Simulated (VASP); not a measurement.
ZnS (pbe), 4 atoms in the cell. It takes space group P6_3mc (No. 186, hexagonal). The conventional cell has a = 3.823 Å, b = 3.823 Å, c = 6.261 Å, α = 90.00°, β = 90.00°, γ = 120.00°. Within 3.1 Å of Zn (site symmetry 3m) lie 4 S at 2.34 to 2.35 Å. Within 3.1 Å of S (site symmetry 3m) lie 4 Zn at 2.34 to 2.35 Å. 

```yaml
Program: VASP 6.6.1
Task: single point
Functional: PBE
Potentials_or_basis: VASP PAW PBE potentials, release 64 (Zn, S)
Cutoff: 520 eV
k_mesh: 6 × 6 × 4
Occupations: gaussian, width 0.1 eV
Spin: no spin polarisation
Dipole_correction: no
Further_INCAR_settings: ALGO = Normal; EDIFF = 1e-06; NBANDS = 26
```

Potentials or basis: VASP PAW PBE potentials, release 64 (Zn, S).

The run is started by

```console
$ cat potpaw_PBE.64/Zn/POTCAR potpaw_PBE.64/S/POTCAR > POTCAR
$ mpirun -np 1 vasp_std > vasp.out
```

Hardware: 1 thread of Intel(R) Xeon(R) 6975P-C (Granite Rapids) (shared host).

Q: How long does it take, and how much memory?

A: It took 17 s on 1 thread of Intel(R) Xeon(R) 6975P-C (Granite Rapids) (shared host), peak memory 0.2 GiB. Counts: scf iterations 14, k points 21.
